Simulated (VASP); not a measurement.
# Sb (R-3m) in VASP: notebook, part 2 of 2

VASP 6.6.1.

### 5 Single point, HSE06

This run uses another cell than the first one, of 28.39 Å³/atom.

File POSCAR:

```
Sb
1.0
    2.1102243954      1.2183386227      3.6812845966
   -2.1102243954      1.2183386227      3.6812845966
    0.0000000000     -2.4366772455      3.6812845966
Sb
2
Direct
    0.7665100000      0.7665100000      0.7665100000
    0.2334900000      0.2334900000      0.2334900000
```

File INCAR.step1:

```
SYSTEM = Sb
  ALGO = Normal
  EDIFF = 1E-5
  ENCUT = 520
  GGA = PE
  ISIF = 2
  ISMEAR = -1
  LASPH = .True.
  LCHARG = .False.
  LREAL = .False.
  LWAVE = .True.
  NBANDS = 12
  NELM = 80
  PREC = Accurate
  SIGMA = 0.05
```

File INCAR.step2:

```
SYSTEM = Sb
  ALGO = Normal
  EDIFF = 1E-6
  ENCUT = 520
  GGA = PE
  HFSCREEN = 0.2079
  ISIF = 2
  ISMEAR = -1
  ISTART = 1
  LASPH = .True.
  LCHARG = .False.
  LHFCALC = .True.
  LREAL = .False.
  LWAVE = .False.
  NBANDS = 12
  NELM = 80
  PREC = Accurate
  PRECFOCK = Normal
  SIGMA = 0.05
```

File KPOINTS:

```
k-points
0
Gamma
  4 4 4
  0 0 0
```

Potentials or basis: VASP PAW PBE potentials, release 64 (Sb).

On the command line:

```
$ cat potpaw_PBE.64/Sb/POTCAR > POTCAR
$ cp INCAR.step1 INCAR
$ mpirun -np 1 vasp_std > vasp.out
$ cp INCAR.step2 INCAR
$ mpirun -np 1 vasp_std > vasp.out
```

OUTCAR:

```text
SYSTEM = Sb
   EDIFF = 1E-6
   ENCUT = 520
   GGA = PE
   HFSCREEN = 0.2079
   ISIF = 2
   ISMEAR = -1
   ISTART = 1
   LASPH = .True.
   LHFCALC = .True.
   LREAL = .False.
   NELM = 80
   PREC = Accurate
   PRECFOCK = Normal

 ion  position               nearest neighbor table
   1  0.767  0.767  0.767-   2 2.85   2 2.85   2 2.85   2 3.29   2 3.29   2 3.29
   2  0.233  0.233  0.233-   1 2.85   1 2.85   1 2.85   1 3.29   1 3.29   1 3.29

  LATTYP: Found a trigonal (rhomboedric) cell.
 ALAT       =     4.4146633257
 COS(alpha) =     0.5430253624

  Lattice vectors:

 A1 = (   2.1102243954,   1.2183386227,   3.6812845966)
 A2 = (  -2.1102243954,   1.2183386227,   3.6812845966)
 A3 = (   0.0000000000,  -2.4366772455,   3.6812845966)

Analysis of symmetry for initial positions (statically):
=====================================================================
 Subroutine PRICEL returns:
 Original cell was already a primitive cell.

 Routine SETGRP: Setting up the symmetry group for a
 trigonal (rhombohedral) supercell.

 Subroutine GETGRP returns: Found 12 space group operations
 (whereof 12 operations were pure point group operations)
 out of a pool of 12 trial point group operations.

The static configuration has the point symmetry D_3d.

Analysis of symmetry for dynamics (positions and initial velocities):
=====================================================================
 Subroutine PRICEL returns:
 Original cell was already a primitive cell.

 Routine SETGRP: Setting up the symmetry group for a
 trigonal (rhombohedral) supercell.

 Subroutine GETGRP returns: Found 12 space group operations
 (whereof 12 operations were pure point group operations)
 out of a pool of 12 trial point group operations.

The dynamic configuration has the point symmetry D_3d.

 Subroutine INISYM returns: Found 12 space group operations
 (whereof 12 operations are pure point group operations),
 and found     1 'primitive' translations

----------------------------------------------------------------------------------------

                                     Primitive cell

  volume of cell :      56.7868

  direct lattice vectors                    reciprocal lattice vectors
     2.110224395  1.218338623  3.681284597     0.236941626  0.136798312  0.090548102
    -2.110224395  1.218338623  3.681284597    -0.236941626  0.136798312  0.090548102
     0.000000000 -2.436677245  3.681284597     0.000000000 -0.273596623  0.090548102

  length of vectors
     4.414663326  4.414663326  4.414663326     0.288191032  0.288191032  0.288191032

  position of ions in fractional coordinates (direct lattice)
     0.766510000  0.766510000  0.766510000
     0.233490000  0.233490000  0.233490000

  ion indices of the primitive-cell ions
   primitive index   ion index
                 1           1
                 2           2

[... 41 lines left out ...]
   k-points           NKPTS =     13   k-points in BZ     NKDIM =     64   number of bands    NBANDS=     12
   number of dos      NEDOS =    301   number of ions     NIONS =      2
   total plane-waves  NPLWV =  46656
   dimension x,y,z NGX =    36 NGY =   36 NGZ =   36
   dimension x,y,z NGXF=    72 NGYF=   72 NGZF=   72
   ions per type =               2
   NGX,Y,Z   is equivalent  to a cutoff of  13.56, 13.56, 13.56 a.u.
   NGXF,Y,Z  is equivalent  to a cutoff of  27.11, 27.11, 27.11 a.u.
 SYSTEM =  Sb
   PREC   = accura    normal or accurate (medium, high low for compatibility)
   ISTART =      1    job   : 0-new  1-cont  2-samecut
   ICHARG =      0    charge: 1-file 2-atom 10-const
   ISPIN  =      1    spin polarized calculation?
   LNONCOLLINEAR =      F non collinear calculations
   LSORBIT =      F    spin-orbit coupling
   LASPH  =      T    aspherical Exc in radial PAW
   ENCUT  =  520.0 eV  38.22 Ry    6.18 a.u.   8.21  8.21  8.21*2*pi/ulx,y,z
   NELM   =     80;   NELMIN=  2; NELMDL=  0     # of ELM steps
   EDIFF  = 0.1E-05   stopping-criterion for ELM
   LREAL  =      F    real-space projection
   EDIFFG = 0.1E-04   stopping-criterion for IOM
   NSW    =      0    number of steps for IOM
   IBRION =     -1    ionic relax: 0-MD 1-quasi-New 2-CG
   NFREE  =      0    steps in history (QN), initial steepest desc. (CG)
   ISIF   =      2    stress and relaxation
   ISYM   =      3    0-nonsym 1-usesym 2-fastsym
   POTIM  = 0.5000    time-step for ionic-motion
   TEBEG  =    0.0;   TEEND  =   0.0 temperature during run
   PSTRESS=    0.0 pullay stress
   NELECT =      10.0000    total number of electrons
   NUPDOWN=      -1.0000    fix difference up-down
   EMIN   =  10.00;   EMAX   =-10.00  energy-range for DOS
   EFERMI =   0.00;   METHOD = LEGACY
   ISMEAR =    -1;   SIGMA  =   0.05  broadening in eV -4-tet -1-fermi 0-gaus
   EFERMI_NEDOS =   21; number of points for ismear=-14 and -15
   IALGO  =     38    algorithm
   IMIX   =      1    mixing-type and parameters
     AMIX     =   0.40;   BMIX     =  1.00
     AMIX_MAG =   1.60;   BMIX_MAG =  1.00
  volume/ion in A,a.u.               =      28.39       191.61
  Fermi-wavevector in a.u.,A,eV,Ry     =   0.917612  1.734035 11.456265  0.842012
  Thomas-Fermi vector in A             =   2.042600
   LORBIT       =      0    0 simple, 1 ext, 2 COOP (PROOUT), +10 PAW based schemes
   GGA     = PE    functional components
   LHFCALC =     T    Hartree Fock is set to
   PRECFOCK=normal    Normal, Fast or Accurate (Low or Medium for compatibility)
   ENCUT4O =  -1.0   cutoff for four orbital integrals eV
   NKREDX  =     1    reduce k-point grid by
   NKREDY  =     1    reduce k-point grid by
   NKREDZ  =     1    reduce k-point grid by
   AEXX    =    0.2500 exact exchange contribution
   HFSCREEN=    0.2079 screening length (either q_TF or 0.3 A-1)
   HFSCREENC=   0.2079 screening length for correlation (either q_TF or 0.3 A-1)
   ENCUTFOCK=  -1.0 apply spherical cutoff to Coloumb kernel
   IVDW    =     0    specifies the selected vdW correction
   LEPSILON=     F    determine dielectric tensor
   LRPA    =     F    only Hartree local field effects (RPA)
 non-spin polarized calculation
  energy-cutoff  :      520.00
  volume of cell :       56.79
 maximum number of plane-waves:      1542
 NGX is ok and might be reduce to    36
  NGX = 28; NGY = 28; NGZ = 28

 number of electron      10.0000000 magnetization

 Free energy of the ion-electron system (eV)
  ---------------------------------------------------
  ext. energy  EPLUGINS =         0.00000000
  ---------------------------------------------------
  free energy    TOTEN  =       -10.15940192 eV

  energy without entropy =      -10.15773001  energy(sigma->0) =      -10.15856597

 E-fermi :   7.8183     XC(G=0):  -8.1655

 val. band max:        7.7307670215   @ k =   0.5000   0.5000   0.5000
 cond. band min:       7.9663725829   @ k =   0.5000   0.0000   0.0000
 fundamental gap:      0.2356055613
 Fermi energy:         7.8183044610

 k-point     1 :       0.0000    0.0000    0.0000
  band No.  band energies     occupation
      1      -6.7714      2.00000
      2       3.1528      2.00000
      3       5.3185      2.00000
      4       5.6655      2.00000
      5       5.6655      2.00000
      6      10.4010      0.00000
      7      11.1968      0.00000
      8      11.1968      0.00000
      9      13.4625      0.00000
     10      13.4625      0.00000
     11      13.7007      0.00000
     12      14.9800      0.00000
[... 166 lines left out ...]
 k-point    13 :       0.5000    0.5000    0.5000
  band No.  band energies     occupation
      1      -4.9215      2.00000
      2      -2.4225      2.00000
      3       6.2152      2.00000
      4       6.2152      2.00000
      5       7.7308      1.70409
      6       8.1256      0.00428
      7       8.1256      0.00428
      8       9.3468      0.00000
      9      15.7763      0.00000
     10      17.3674      0.00000
     11      17.3674      0.00000
     12      17.8894      0.00000

------------------------ aborting loop because EDIFF is reached ----------------------------------------

  FORCE on cell =-STRESS in cart. coord.  units (eV):
  Direction    XX          YY          ZZ          XY          YZ          ZX
  --------------------------------------------------------------------------------------
  -------------------------------------------------------------------------------------
  Total        1.6185359      1.6185359      1.1352955      0.0000000     -0.0000000      0.0000000
  in kB       45.6652259     45.6652259     32.0311268      0.0000000     -0.0000000      0.0000000
  external PRESSURE =      41.1205262 kB  Pullay stress =       0.0000000 kB

 VOLUME and BASIS-vectors are now :
 -----------------------------------------------------------------------------
  energy-cutoff  :      520.00
  volume of cell :       56.79
      direct lattice vectors                 reciprocal lattice vectors
     2.110224395  1.218338623  3.681284597     0.236941626  0.136798312  0.090548102
    -2.110224395  1.218338623  3.681284597    -0.236941626  0.136798312  0.090548102
     0.000000000 -2.436677245  3.681284597     0.000000000 -0.273596623  0.090548102

 POSITION                                       TOTAL-FORCE (eV/Angst)
 -----------------------------------------------------------------------------------
      0.00000     -0.00000      8.46522         0.000000     -0.000000      0.046867
      0.00000     -0.00000      2.57863         0.000000      0.000000     -0.046867
 -----------------------------------------------------------------------------------
    total drift:                                0.000000      0.000000     -0.000000

  FREE ENERGIE OF THE ION-ELECTRON SYSTEM (eV)
  ---------------------------------------------------
  free  energy   TOTEN  =       -10.1594019183 eV

  energy  without entropy=      -10.1577300132  energy(sigma->0) =      -10.15856597
```

It took 20 min on 1 thread of AMD EPYC 7R43 (Zen 3), shared host; peak memory 0.26 GiB.

Results:

```yaml
Free_energy: -10.1594 eV
Pressure: 4.1 GPa
Largest_force: 0.047 eV/Å
```

Forces on the atoms (eV/Å):
```
Sb   0.000  0.000  0.047
Sb   0.000  0.000 -0.047
```

Caveat: the k points lie up to 0.45 Å⁻¹ apart; the PAW data sets were made with another functional, which shifts forces and pressure a little; spin-orbit coupling is left out, which moves the levels of the heavy elements.

### 6 Single point, PBE0

This run uses another cell than the first one, of 28.39 Å³/atom.

POSCAR is that of step 5.

File INCAR.step1:

```
SYSTEM = Sb
ALGO     = Normal         ! electronic algorithm
EDIFF    = 1E-5           ! SCF threshold, eV
ENCUT    = 520            ! plane-wave cutoff, eV
GGA      = PE             ! functional
ISIF     = 2              ! what is computed and relaxed
ISMEAR   = -1             ! smearing method
LASPH    = .TRUE.         ! aspherical terms in the spheres
LCHARG   = .FALSE.        ! write CHGCAR
LREAL    = .FALSE.        ! projectors in reciprocal space
LWAVE    = .TRUE.         ! write WAVECAR
NBANDS   = 12             ! bands
NELM     = 100            ! most SCF steps
PREC     = Accurate       ! precision mode
SIGMA    = 0.05           ! smearing width, eV
```

File INCAR.step2:

```
SYSTEM = Sb
AEXX     = 0.25           ! exact-exchange fraction
ALGO     = Normal         ! electronic algorithm
EDIFF    = 1E-6           ! SCF threshold, eV
ENCUT    = 520            ! plane-wave cutoff, eV
GGA      = PE             ! functional
ISIF     = 2              ! what is computed and relaxed
ISMEAR   = -1             ! smearing method
ISTART   = 1            
LASPH    = .TRUE.         ! aspherical terms in the spheres
LCHARG   = .FALSE.        ! write CHGCAR
LHFCALC  = .TRUE.         ! exact exchange
LREAL    = .FALSE.        ! projectors in reciprocal space
LWAVE    = .FALSE.        ! write WAVECAR
NBANDS   = 12             ! bands
NELM     = 100            ! most SCF steps
PREC     = Accurate       ! precision mode
PRECFOCK = Normal       
SIGMA    = 0.05           ! smearing width, eV
```

File KPOINTS:

```
k-points
0
G
  4 4 4
  0 0 0
```

Potentials or basis: VASP PAW PBE potentials, release 64 (Sb).

On the command line:

```
$ cat potpaw_PBE.64/Sb/POTCAR > POTCAR
$ cp INCAR.step1 INCAR
$ mpirun -np 1 vasp_std > vasp.out
$ cp INCAR.step2 INCAR
$ mpirun -np 1 vasp_std > vasp.out
```

Run time: 20 min. Hardware: 1 thread of AMD EPYC 7R43 (Zen 3), shared host; peak memory 0.17 GiB.

Results (log left out):

* Free energy: -11.3283 eV
* Pressure: 4.0 GPa
* Largest force: 0.107 eV/Å
* Band gap on the k mesh: 0.86 eV (least direct gap 1.02 eV)

Forces on the atoms (eV/Å):
```
Sb   0.000  0.000  0.107
Sb   0.000  0.000 -0.107
```

Stress tensor (GPa, compression positive):
```
4.43 0.00 0.00
0.00 4.43 0.00
0.00 0.00 3.00
```

Levels at points of the mesh, in eV from the valence-band top:
| k point | band 1 | band 2 | band 3 | band 4 | band 5 | band 6 | band 7 | band 8 | band 9 | band 10 |
| --- | --- | --- | --- | --- | --- | --- | --- | --- | --- | --- |
| (0.00, 0.00, 0.00) | -14.62 | -4.65 | -2.48 | -2.13 | -2.13 | 3.33 | 4.15 | 4.15 | 6.41 | 6.41 |
| (0.50, 0.00, 0.00) | -11.81 | -10.99 | -2.31 | -2.15 | -0.26 | 0.86 | 1.24 | 1.46 | 9.25 | 9.90 |
| (0.50, 0.50, 0.00) | -11.73 | -8.90 | -6.43 | -4.53 | -4.38 | 2.43 | 6.91 | 7.48 | 9.34 | 10.32 |
| (0.50, 0.50, 0.50) | -12.77 | -10.27 | -1.56 | -1.56 | 0.00 | 1.02 | 1.02 | 2.23 | 8.74 | 10.33 |

Caveat: the k points lie up to 0.45 Å⁻¹ apart; the PAW data sets were made with another functional, which shifts forces and pressure a little; spin-orbit coupling is left out, which moves the levels of the heavy elements.

### 7 Summary

| task | level | cell | k mesh | cutoff (eV) | grid for exact exchange (PRECFOCK) | share of exact exchange | screening parameter | gap on the mesh (eV) | pressure (GPa) | relaxed volume (Å³/atom) | largest force (eV/Å) |
| --- | --- | --- | --- | --- | --- | --- | --- | --- | --- | --- | --- |
| relaxation of cell and atoms | PBEsol+D4 | relaxed from a = 4.507 Å, angles 57.1°, 2 atoms | 8 × 8 × 8 | 600 | - | - | - | none | 0.0 | 28.92 | - |
| relaxation of cell and atoms | RPBE+D3(BJ) | relaxed from a = 4.507 Å, angles 57.1°, 2 atoms | 8 × 8 × 8 | 600 | - | - | - | none | 0.0 | 23.16 | - |
| relaxation of cell and atoms | PBE | relaxed from a = 4.507 Å, angles 57.1°, 2 atoms | 8 × 8 × 8 | 600 | - | - | - | none | 0.0 | 31.83 | - |
| single point | HSE06 | a = 4.415 Å, angles 57.1°, 2 atoms | 4 × 4 × 4 | 520 | Normal | 0.25 | 0.2079 1/Å | - | 4.1 | - | 0.05 |
| single point | PBE0 | a = 4.415 Å, angles 57.1°, 2 atoms | 4 × 4 × 4 | 520 | Normal | 0.25 | - | 0.86 | 4.0 | - | 0.11 |

Alike in all rows: potentials or basis VASP PAW PBE potentials, release 64 (Sb); no spin polarisation; smearing fermi-dirac 0.05 eV.

Caveats: some runs use coarse meshes; spin-orbit coupling is left out, which moves the levels of the heavy elements; the PAW data sets were made with another functional, which shifts forces and pressure a little (at least some runs); the volume moved by over 15 % at a fixed basis, so the end points are rough (at least some runs).

Total energies depend on the potentials used, so only differences within one code and one set of settings carry meaning.
